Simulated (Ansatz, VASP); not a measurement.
## One calculation of Al2O3, two programs

Contents of INCAR:

```
SYSTEM = Al2O3
ALGO = Normal
EDIFF = 1E-6
ENCUT = 520
GGA = PE
ISIF = 2
ISMEAR = 0
IVDW = 12
LASPH = .True.
LCHARG = .True.
LELF = .True.
LREAL = .False.
LVHAR = .True.
LWAVE = .False.
NBANDS = 20
NELM = 80
PREC = Accurate
SIGMA = 0.05
```

The input KPOINTS:

```
k-points
0
Gamma
  9 9 4
  0 0 0
```

File POSCAR:

```
Al2O3
1.0
    2.8672039189      0.0000000000      0.0000000000
   -1.4336019595      2.4830714316      0.0000000000
    0.0000000000      0.0000000000      7.0774000000
Al O
2 3
Direct
    0.0000000000      0.0000000000      0.1907358529
    0.0000000000      0.0000000000      0.8092641471
    0.3333333333      0.6666666667      0.2840924954
    0.6666666667      0.3333333333      0.0000000000
    0.3333333333      0.6666666667      0.7159075046
```

Input for Ansatz:

```yaml
crystal:
  lattice:
    - [2.8672039189, 0.0, 0.0]
    - [-1.4336019595, 2.4830714316, 0.0]
    - [0.0, 0.0, 7.0774]
  atoms:
    - { symbol: Al, position: [0.0, 0.0, 0.1907358529] }
    - { symbol: Al, position: [0.0, 0.0, 0.8092641471] }
    - { symbol: O, position: [0.3333333333, 0.6666666667, 0.2840924954] }
    - { symbol: O, position: [0.6666666667, 0.3333333333, 0.0] }
    - { symbol: O, position: [0.3333333333, 0.6666666667, 0.7159075046] }
basis:
  ecutwfc: 520.0
kpoints:
  mp_grid: { grid: [9, 9, 4] }
hamiltonian:
  xc: pbe
  pseudopotentials: { kind: paw, azcp: { folder: soft_1 } }
  dispersion: d3bj
scf:
  occupations: { method: gaussian, width: 0.05 }
output:
  forces: true
  stress: true
  eigenvalues: true
```

Alike in both runs: task single point; functional PBE; dispersion D3(BJ); k mesh 9 × 9 × 4; occupations gaussian, width 0.05 eV; no spin polarisation.

```csv
,VASP,Ansatz
version,VASP 6.6.1,Ansatz 0.2.0
potentials or method,"VASP PAW PBE potentials, release 64 (Al, O), cutoff 520 eV","scalar-relativistic, plane waves, PAW"
valence electrons in the cell,24,24
```

Ansatz gave:

```
gap on the k mesh at the Fermi level (eV)                     : 4.51
least direct gap on the mesh (eV)                             : 4.62
pressure (GPa)                                                : 4.1
traceless stress, the component that is largest in VASP (GPa) : 4.92
rms of the force components (eV/Å)                            : 0.196
```

Estimate VASP's values.

gap on the k mesh at the Fermi level (eV): 4.49; least direct gap on the mesh (eV): 4.60; pressure (GPa): 4.2; traceless stress, the component that is largest in VASP (GPa): 4.63; rms of the force components (eV/Å): 0.199.

Atom by atom the forces differ by 0.018 eV/Å (rms over components).
